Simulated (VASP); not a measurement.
Crystal: SiC2.

```
CELL_PARAMETERS angstrom
2.59632 -0.02330 0.04447
-0.04036 4.41555 -0.00614
0.15721 -0.01254 9.23690
ATOMIC_POSITIONS crystal
Si 0.00082 0.35368 0.75168
Si 0.50011 0.83764 0.74608
Si 0.47819 0.17839 0.25154
Si 0.99101 0.66253 0.26131
C 0.01586 0.32594 0.98149
C 0.51137 0.82903 0.96624
C 0.02003 0.32611 0.51845
C 0.48961 0.85045 0.52702
C 0.50891 0.15279 0.47541
C 0.98197 0.67367 0.48263
C 0.52650 0.16347 0.01689
C 0.97562 0.64629 0.02125
```

| Quantity | Value |
| --- | --- |
| Program | VASP 6.6.1 |
| Task | relaxation of cell and atoms |
| Functional | PBE |
| Potentials or basis | VASP PAW PBE potentials, release 64 (Si, C) |
| Cutoff | 600 eV |
| k mesh | 8 × 6 × 4 |
| Occupations | gaussian, width 0.2 eV |
| Spin | no spin polarisation |

At the start: pressure -7.6 GPa; volume 8.82 Å³/atom.

Q: Where does the relaxation end?

A: Over 23 steps the energy falls by 102.0 meV/atom and the volume is 8.42 Å³/atom (-4.5 %); space group P1 (No. 1, to 0.1 Å) before, P6_3/mmc (No. 194, to 0.1 Å).

The path:
| step | energy change (eV) | largest force (eV/Å) | pressure (GPa) | volume (Å³) |
| --- | --- | --- | --- | --- |
| 1 | 0.0000 | 4.0771 | -7.63 | 105.85 |
| 2 | 0.4125 | 6.1682 | 10.23 | 99.47 |
| 3 | -0.8969 | 1.6089 | -3.30 | 102.97 |
| 4 | -1.0319 | 2.1064 | 4.77 | 99.66 |
| 5 | -1.1054 | 1.0426 | 1.43 | 100.87 |
| 6 | -1.1713 | 1.1030 | 0.90 | 100.72 |
| 7 | -1.1897 | 0.5796 | 0.94 | 100.77 |
| 8 | -1.2061 | 0.3522 | -0.77 | 101.30 |
| 9 | -1.2070 | 0.2833 | -0.47 | 101.20 |
| 10 | -1.2159 | 0.1794 | -0.36 | 101.15 |
| 11 | -1.2159 | 0.1798 | -0.36 | 101.15 |
| 12 | -1.2201 | 0.1199 | 0.32 | 100.93 |
| 13 | -1.2202 | 0.1353 | 0.41 | 100.90 |
| 14 | -1.2220 | 0.0959 | 0.06 | 101.03 |
| 15 | -1.2220 | 0.0994 | 0.05 | 101.04 |
| 16 | -1.2229 | 0.0929 | -0.25 | 101.14 |
| 17 | -1.2229 | 0.0744 | -0.21 | 101.13 |
| 18 | -1.2233 | 0.0429 | 0.01 | 101.04 |
| 19 | -1.2233 | 0.0482 | 0.03 | 101.03 |
| 20 | -1.2235 | 0.0305 | 0.06 | 101.02 |
| 21 | -1.2235 | 0.0357 | 0.07 | 101.02 |
| 22 | -1.2236 | 0.0250 | -0.02 | 101.05 |
| 23 | -1.2236 | 0.0244 | -0.02 | 101.05 |

Final structure:
```
Si C
1.0
     2.54915   -0.00006    0.00045
     0.00000    4.39857   -0.00011
    -0.00033    0.00004    9.01202
Si C
4 8
Direct
  0.00022 0.33186 0.74998
  0.50016 0.83195 0.74994
  0.50011 0.16765 0.25002
  0.00026 0.66772 0.25009
  0.00031 0.33284 0.97647
  0.50030 0.83277 0.97655
  0.99959 0.33351 0.52350
  0.49959 0.83356 0.52354
  0.49965 0.16739 0.47650
  0.99963 0.66746 0.47644
  0.50009 0.16662 0.02348
  0.00008 0.66665 0.02349
```
